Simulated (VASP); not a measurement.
Set up this calculation in VASP 6.6.1, as the native input.

| Property | Result |
| --- | --- |
| Task | single point |
| Functional | PBE |
| Potentials or basis | VASP PAW PBE potentials, release 64 (Co_sv, Si) |
| Cutoff | 690 eV |
| k mesh | 6 × 6 × 6 |
| Occupations | methfessel-paxton, width 0.29 eV |
| Spin | no spin polarisation |
| Hubbard terms | Co d U = 6.4 eV |
| Dipole correction | no |
| Further INCAR settings | ALGO = Normal; EDIFF = 1e-06; NBANDS = 20 |

The structure of CoSi2 lies in POSCAR:

```
CoSi2
1.0
    0.0000000000      2.6825000000      2.6825000000
    2.6825000000      0.0000000000      2.6825000000
    2.6825000000      2.6825000000      0.0000000000
Co Si
1 2
Direct
    0.0000000000      0.0000000000      0.0000000000
    0.2500000000      0.2500000000      0.2500000000
    0.7500000000      0.7500000000      0.7500000000
```

These files were run (other wordings do the same):

INCAR

```
SYSTEM = CoSi2
ALGO = Normal
EDIFF = 1E-6
ENCUT = 690
GGA = PE
GGA_COMPAT = .False.
ISIF = 2
ISMEAR = 1
LASPH = .True.
LCHARG = .False.
LDAU = .True.
LDAUJ = 0 0
LDAUL = 2 -1
LDAUPRINT = 1
LDAUTYPE = 2
LDAUU = 6.4 0
LMAXMIX = 4
LREAL = .False.
LWAVE = .False.
NBANDS = 20
NELM = 200
PREC = Accurate
SIGMA = 0.29
```

KPOINTS

```
k-points
0
Gamma
  6 6 6
  0 0 0
```

Potentials or basis: VASP PAW PBE potentials, release 64 (Co_sv, Si).

Command:

```bash
$ cat potpaw_PBE.64/Co_sv/POTCAR potpaw_PBE.64/Si/POTCAR > POTCAR
$ mpirun -np 1 vasp_std > vasp.out
```

Results of the run:

```
Pressure               : -2.4 GPa
Band gap on the k mesh : zero (an odd number of electrons rules out a gap without spin polarisation)
```

Caveat: so wide a smearing shifts energies and pressures; the run has no spin polarisation, though such a crystal can be magnetic; U without spin polarisation on a metal has little footing; the U is typed as a test and isn't derived for this compound.

Run time: 35 s on 1 thread of AMD EPYC 7R13 Processor (Zen 3), on a shared host, peak memory 0.17 GiB.
